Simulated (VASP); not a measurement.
Input of a VASP 6.6.1 run:

File POSCAR:

```
Zr
1.0
    3.2445832200      0.0000000000      0.0000000000
   -1.6222916100      2.8098914932      0.0000000000
    0.0000000000      0.0000000000      5.1573641137
Zr
2
Direct
    0.3333333333      0.6666666667      0.2500000000
    0.6666666667      0.3333333333      0.7500000000
```

INCAR.step1

```
PREC = Accurate
ENCUT = 520
ISMEAR = -1
SIGMA = 0.1
LREAL = F
LASPH = T
NELM = 60
NBANDS = 19
GGA = PE
ALGO = Normal
EDIFF = 1E-4
LWAVE = T
LCHARG = F
```

INCAR.step2

```
PREC = Accurate
ENCUT = 520
EDIFF = 1E-6
ISMEAR = -1
SIGMA = 0.1
LREAL = F
LASPH = T
NELM = 60
ALGO = Normal
ISIF = 2
LWAVE = F
LCHARG = T
METAGGA = R2SCAN
LMIXTAU = T
LELF = T
LVHAR = T
NBANDS = 19
ISTART = 1
```

Contents of KPOINTS:

```
regular mesh
0
Gamma
  9 9 5
```

Potentials or basis: VASP PAW PBE potentials, release 64 (Zr_sv).

The run is started by

```sh
$ cat potpaw_PBE.64/Zr_sv/POTCAR > POTCAR
$ cp INCAR.step1 INCAR
$ mpirun -np 1 vasp_std > vasp.out
$ cp INCAR.step2 INCAR
$ mpirun -np 1 vasp_std > vasp.out
```

Q: What does it give for the pressure?

A: -0.1 GPa.

Q: Predict the band gap on the k mesh.

A: Zero (bands 12 and 13 overlap by 1.30 eV).

Stress tensor (GPa, compression positive):
```
-0.14  0.00  0.00
 0.00 -0.14  0.00
 0.00  0.00  0.04
```

Caveat: the PAW data sets were made with another functional, which shifts forces and pressure a little.
